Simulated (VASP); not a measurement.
# C (P6_3/mmc) in VASP: single point with PBE

Aim: the single point of C with PBE.

All numbers are computed with VASP 6.6.1; they aren't measurements. Logs are shortened: lines on timing, memory, paths and dates and some standing lists are left out, and cuts for length are marked.

### Step 1. The cell of the first run

The structure is hexagonal, space group P6_3/mmc (No. 194). The conventional cell has a = 2.467 Å, b = 2.467 Å, c = 8.495 Å, α = 90.00°, β = 90.00°, γ = 120.00°. Within 1.9 Å of C (site symmetry -6m2) lie 3 C at 1.42 Å. Within 1.9 Å of C (site symmetry -6m2) lie 3 C at 1.42 Å.

### Step 2. Single point, PBE

INCAR

```
  ALGO = Normal
  EDIFF = 1E-6
  ENCUT = 600
  GGA = PE
  GGA_COMPAT = False
  ISIF = 2
  ISMEAR = -1
  LASPH = True
  LCHARG = False
  LREAL = False
  LWAVE = False
  NBANDS = 16
  NELM = 120
  PREC = Accurate
  SIGMA = 0.1
```

KPOINTS

```
k-points
0
Gamma
  15 15 5
```

POSCAR

```
C
1.0
    2.4665682607      0.0000000000      0.0000000000
   -1.2332841304      2.1361107739      0.0000000000
    0.0000000000      0.0000000000      8.4948739003
C
4
Direct
    0.0000000000      0.0000000000      0.2500000000
    0.0000000000      0.0000000000      0.7500000000
    0.3333333333      0.6666666667      0.2500000000
    0.6666666667      0.3333333333      0.7500000000
```

Potentials or basis: VASP PAW PBE potentials, release 64 (C).

Launch:

```console
> cat potpaw_PBE.64/C/POTCAR > POTCAR
> mpirun -np 1 vasp_std > vasp.out
```

OUTCAR:

```text
EDIFF = 1E-6
   ENCUT = 600
   GGA = PE
   ISIF = 2
   ISMEAR = -1
   LASPH = True
   LREAL = False
   NELM = 120
   PREC = Accurate

 ion  position               nearest neighbor table
   1  0.000  0.000  0.250-   3 1.42   3 1.42   3 1.42
   2  0.000  0.000  0.750-   4 1.42   4 1.42   4 1.42
   3  0.333  0.667  0.250-   1 1.42   1 1.42   1 1.42
   4  0.667  0.333  0.750-   2 1.42   2 1.42   2 1.42

  LATTYP: Found a hexagonal cell.
 ALAT       =     2.4665682607
 C/A-ratio  =     3.4440051936

  Lattice vectors:

 A1 = (   2.4665682607,   0.0000000000,   0.0000000000)
 A2 = (  -1.2332841304,   2.1361107739,   0.0000000000)
 A3 = (   0.0000000000,   0.0000000000,   8.4948739003)

Analysis of symmetry for initial positions (statically):
=====================================================================
 Subroutine PRICEL returns:
 Original cell was already a primitive cell.

 Routine SETGRP: Setting up the symmetry group for a
 hexagonal supercell.

 Subroutine GETGRP returns: Found 24 space group operations
 (whereof 12 operations were pure point group operations)
 out of a pool of 24 trial point group operations.

The static configuration has the point symmetry D_3d.
 The point group associated with its full space group is D_6h.

Analysis of symmetry for dynamics (positions and initial velocities):
=====================================================================
 Subroutine PRICEL returns:
 Original cell was already a primitive cell.

 Routine SETGRP: Setting up the symmetry group for a
 hexagonal supercell.

 Subroutine GETGRP returns: Found 24 space group operations
 (whereof 12 operations were pure point group operations)
 out of a pool of 24 trial point group operations.

The dynamic configuration has the point symmetry D_3d.
 The point group associated with its full space group is D_6h.

 Subroutine INISYM returns: Found 24 space group operations
 (whereof 12 operations are pure point group operations),
 and found     1 'primitive' translations

----------------------------------------------------------------------------------------

                                     Primitive cell

  volume of cell :      44.7583

  direct lattice vectors                    reciprocal lattice vectors
     2.466568261  0.000000000  0.000000000     0.405421579  0.234070258  0.000000000
    -1.233284130  2.136110774  0.000000000     0.000000000  0.468140516  0.000000000
     0.000000000  0.000000000  8.494873900     0.000000000  0.000000000  0.117718051

  length of vectors
     2.466568261  2.466568261  8.494873900     0.468140516  0.468140516  0.117718051

  position of ions in fractional coordinates (direct lattice)
     0.000000000  0.000000000  0.250000000
     0.000000000  0.000000000  0.750000000
     0.333333333  0.666666667  0.250000000
     0.666666667  0.333333333  0.750000000

  ion indices of the primitive-cell ions
   primitive index   ion index
                 1           1
                 2           2
                 3           3
                 4           4

----------------------------------------------------------------------------------------

 KPOINTS: k-points

Automatic generation of k-mesh.
 Grid dimensions read from file:
 generate k-points for:   15   15    5

 Generating k-lattice:

  Cartesian coordinates                     Fractional coordinates (reciprocal lattice)
     0.027028105  0.015604684  0.000000000     0.066666667  0.000000000  0.000000000
     0.000000000  0.031209368  0.000000000     0.000000000  0.066666667  0.000000000
     0.000000000  0.000000000  0.023543610     0.000000000  0.000000000  0.200000000

  Length of vectors
     0.031209368  0.031209368  0.023543610

  Shift w.r.t. Gamma in fractional coordinates (k-lattice)
     0.000000000  0.000000000  0.000000000

 Subroutine IBZKPT returns following result:
 ===========================================

 Found     81 irreducible k-points:

 Following reciprocal coordinates:
            Coordinates               Weight
  0.000000  0.000000  0.000000      1.000000
  0.066667  0.000000  0.000000      6.000000
  0.133333  0.000000  0.000000      6.000000
  0.200000  0.000000  0.000000      6.000000
  0.266667  0.000000  0.000000      6.000000
  0.333333 -0.000000  0.000000      6.000000
[... 16 lines left out ...]
  0.333333  0.200000  0.000000     12.000000
  0.400000  0.200000  0.000000      6.000000
 [... further k-points ...]
   k-points           NKPTS =     81   k-points in BZ     NKDIM =     81   number of bands    NBANDS=     16
   number of dos      NEDOS =    301   number of ions     NIONS =      4
   total plane-waves  NPLWV =  28000
   dimension x,y,z NGX =    20 NGY =   20 NGZ =   70
   dimension x,y,z NGXF=    40 NGYF=   40 NGZF=  140
   ions per type =               4
   NGX,Y,Z   is equivalent  to a cutoff of  13.48, 13.48, 13.70 a.u.
   NGXF,Y,Z  is equivalent  to a cutoff of  26.96, 26.96, 27.40 a.u.
 SYSTEM =  unknown system
   PREC   = accura    normal or accurate (medium, high low for compatibility)
   ISTART =      0    job   : 0-new  1-cont  2-samecut
   ICHARG =      2    charge: 1-file 2-atom 10-const
   ISPIN  =      1    spin polarized calculation?
   LNONCOLLINEAR =      F non collinear calculations
   LSORBIT =      F    spin-orbit coupling
   LASPH  =      T    aspherical Exc in radial PAW
   ENCUT  =  600.0 eV  44.10 Ry    6.64 a.u.   4.93  4.93 16.97*2*pi/ulx,y,z
   NELM   =    120;   NELMIN=  2; NELMDL= -5     # of ELM steps
   EDIFF  = 0.1E-05   stopping-criterion for ELM
   LREAL  =      F    real-space projection
   EDIFFG = 0.1E-04   stopping-criterion for IOM
   NSW    =      0    number of steps for IOM
   IBRION =     -1    ionic relax: 0-MD 1-quasi-New 2-CG
   NFREE  =      0    steps in history (QN), initial steepest desc. (CG)
   ISIF   =      2    stress and relaxation
   ISYM   =      2    0-nonsym 1-usesym 2-fastsym
   POTIM  = 0.5000    time-step for ionic-motion
   TEBEG  =    0.0;   TEEND  =   0.0 temperature during run
   PSTRESS=    0.0 pullay stress
   NELECT =      16.0000    total number of electrons
   NUPDOWN=      -1.0000    fix difference up-down
   EMIN   =  10.00;   EMAX   =-10.00  energy-range for DOS
   EFERMI =   0.00;   METHOD = LEGACY
   ISMEAR =    -1;   SIGMA  =   0.10  broadening in eV -4-tet -1-fermi 0-gaus
   EFERMI_NEDOS =   21; number of points for ismear=-14 and -15
   IALGO  =     38    algorithm
   IMIX   =      4    mixing-type and parameters
     AMIX     =   0.40;   BMIX     =  1.00
     AMIX_MAG =   1.60;   BMIX_MAG =  1.00
  volume/ion in A,a.u.               =      11.19        75.51
  Fermi-wavevector in a.u.,A,eV,Ry     =   1.161868  2.195613 18.367019  1.349938
  Thomas-Fermi vector in A             =   2.298436
   LORBIT       =      0    0 simple, 1 ext, 2 COOP (PROOUT), +10 PAW based schemes
   GGA     = PE    functional components
   LHFCALC =     F    Hartree Fock is set to
   AEXX    =    0.0000 exact exchange contribution
   IVDW    =     0    specifies the selected vdW correction
   LEPSILON=     F    determine dielectric tensor
   LRPA    =     F    only Hartree local field effects (RPA)
 non-spin polarized calculation
  energy-cutoff  :      600.00
  volume of cell :       44.76
 maximum number of plane-waves:      1536
 NGX is ok and might be reduce to    20
   NGX =  9   NGY =  9   NGZ = 33

 number of electron      16.0000000 magnetization

 Free energy of the ion-electron system (eV)
  ---------------------------------------------------
  ext. energy  EPLUGINS =         0.00000000
  ---------------------------------------------------
  free energy    TOTEN  =       -36.91408437 eV

  energy without entropy =      -36.90949065  energy(sigma->0) =      -36.91178751

 E-fermi :   2.8177     XC(G=0):  -8.7449

 val. band max:        2.8171666165   @ k =   0.3333   0.3333   0.2000
 cond. band min:       2.8179200846   @ k =   0.3333   0.3333   0.4000
 fundamental gap:      0.0007534681
 Fermi energy:         2.8176839456

 k-point     1 :       0.0000    0.0000    0.0000
  band No.  band energies     occupation
      1     -16.7152      2.00000
      2     -16.6780      2.00000
      3      -5.0345      2.00000
      4      -4.5398      2.00000
      5      -0.2269      2.00000
      6      -0.2269      2.00000
[... 8 lines left out ...]
     15      13.3338      0.00000
     16      14.2207      0.00000

 k-point     2 :       0.0667    0.0000    0.0000
  band No.  band energies     occupation
      1     -16.6100      2.00000
      2     -16.5732      2.00000
      3      -4.9079      2.00000
      4      -4.4159      2.00000
      5      -0.6516      2.00000
      6      -0.6496      2.00000
[... 8 lines left out ...]
     15      13.4737      0.00000
     16      13.8548      0.00000

 k-point     3 :       0.1333    0.0000    0.0000
  band No.  band energies     occupation
      1     -16.2954      2.00000
      2     -16.2595      2.00000
      3      -4.5301      2.00000
      4      -4.0464      2.00000
      5      -1.7797      2.00000
      6      -1.7758      2.00000
[... 8 lines left out ...]
     15      12.8338      0.00000
     16      12.8847      0.00000

 k-point     4 :       0.2000    0.0000    0.0000
  band No.  band energies     occupation
      1     -15.7735      2.00000
      2     -15.7390      2.00000
      3      -3.9075      2.00000
      4      -3.4390      2.00000
      5      -3.3268      2.00000
      6      -3.3201      2.00000
[... 8 lines left out ...]
     15      14.4882      0.00000
     16      14.6088      0.00000
[... 324 lines left out ...]
 k-point    22 :       0.2667    0.2000    0.0000
  band No.  band energies     occupation
      1     -12.9326      2.00000
      2     -12.9061      2.00000
      3      -7.4113      2.00000
      4      -7.4009      2.00000
      5      -5.4683      2.00000
      6      -5.4611      2.00000
[... 8 lines left out ...]
     15      15.6525      0.00000
     16      16.1207      0.00000

 k-point    23 :       0.3333    0.2000    0.0000
  band No.  band energies     occupation
      1     -11.7890      2.00000
      2     -11.7662      2.00000
      3      -8.8350      2.00000
      4      -8.8203      2.00000
      5      -5.8956      2.00000
      6      -5.8863      2.00000
[... 8 lines left out ...]
     15      15.0214      0.00000
     16      15.7005      0.00000

 k-point    24 :       0.4000    0.2000    0.0000
  band No.  band energies     occupation
      1     -10.8584      2.00000
      2     -10.8471      2.00000
      3      -9.8656      2.00000
      4      -9.8578      2.00000
      5      -6.0285      2.00000
      6      -6.0186      2.00000
[... 8 lines left out ...]
     15      14.3327      0.00000
     16      14.5899      0.00000

 [... further k-points ...]

------------------------ aborting loop because EDIFF is reached ----------------------------------------

  FORCE on cell =-STRESS in cart. coord.  units (eV):
  Direction    XX          YY          ZZ          XY          YZ          ZX
  --------------------------------------------------------------------------------------
  -------------------------------------------------------------------------------------
  Total        0.0381109      0.0381109     -0.0569560     -0.0000000     -0.0000000      0.0000000
  in kB        1.3642239      1.3642239     -2.0388083     -0.0000000     -0.0000000      0.0000000
  external PRESSURE =       0.2298798 kB  Pullay stress =       0.0000000 kB

 VOLUME and BASIS-vectors are now :
 -----------------------------------------------------------------------------
  energy-cutoff  :      600.00
  volume of cell :       44.76
      direct lattice vectors                 reciprocal lattice vectors
     2.466568261  0.000000000  0.000000000     0.405421579  0.234070258  0.000000000
    -1.233284130  2.136110774  0.000000000     0.000000000  0.468140516  0.000000000
     0.000000000  0.000000000  8.494873900     0.000000000  0.000000000  0.117718051

 POSITION                                       TOTAL-FORCE (eV/Angst)
 -----------------------------------------------------------------------------------
      0.00000      0.00000      2.12372        -0.000000      0.000000     -0.000000
      0.00000      0.00000      6.37116         0.000000     -0.000000     -0.000000
     -0.00000      1.42407      2.12372         0.000000     -0.000000     -0.000000
      1.23328      0.71204      6.37116        -0.000000      0.000000      0.000000
 -----------------------------------------------------------------------------------
    total drift:                                0.000000      0.000000      0.000000

  FREE ENERGIE OF THE ION-ELECTRON SYSTEM (eV)
  ---------------------------------------------------
  free  energy   TOTEN  =       -36.9140843702 eV

  energy  without entropy=      -36.9094906523  energy(sigma->0) =      -36.91178751
```

It took 25 s on 1 thread of Intel Xeon 6975P-C (Granite Rapids), shared host; peak memory 0.19 GiB.

Results:

* Free energy: -36.9141 eV
* Pressure: 0.0 GPa
* Band gap on the k mesh: zero (filled and empty bands touch)

Stress tensor (GPa, compression positive):
```
 0.14  0.00  0.00
 0.00  0.14  0.00
 0.00  0.00 -0.20
```

Levels at points of the mesh, in eV from the Fermi level:
```
           k point  band 5  band 6  band 7  band 8  band 9  band 10  band 11  band 12
(0.00, 0.00, 0.00)   -3.04   -3.04   -3.04   -3.04    3.10     6.44     8.30     8.30
```

Caveat: this functional lacks dispersion, which binds the layers, so the pressure and a relaxed spacing across them are unreliable.
